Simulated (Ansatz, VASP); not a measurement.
**MnHg: VASP beside Ansatz**

```xyz
2
Lattice="3.2702 0.0000 0.0000 0.0000 3.2702 0.0000 0.0000 0.0000 3.2702" Properties=species:S:1:pos:R:3 pbc="T T T"
Mn    1.6351    1.6351    1.6351
Hg    0.0000    0.0000    0.0000
```

Alike in both runs: task single point; functional PBEsol; k mesh 12 × 12 × 12; occupations gaussian, width 0.1 eV; collinear spin.

|  | VASP | Ansatz |
| --- | --- | --- |
| version | VASP 6.6.1 | Ansatz 0.2.0 |
| potentials or method | VASP PAW PBE potentials, release 64 (Mn_pv, Hg), cutoff 520 eV | scalar-relativistic, plane waves, PAW |
| valence electrons in the cell | 25 | 35 |

|  | VASP | Ansatz | Ansatz less VASP |
| --- | --- | --- | --- |
| gap on the k mesh at the Fermi level (eV) | none | none | - |
| pressure (GPa) | -1.6 | -2.3 | -0.70 |
| net moment per atom (μB) | 1.90 | 1.89 | -0.007 |
| size of the moment on the site where the two differ most (μB) | 0.06 | 0.02 | -0.032 |

VASP's potentials were made for PBE, not for PBEsol. Site moments also hang on the region over which each program counts them. A gap of «none» marks a metal or a gap that the smearing closes. VASP's potentials hold 25 valence electrons a cell and Ansatz's 35, so a difference there can come from the potentials and not from the codes.

Neither program's run includes spin-orbit coupling.
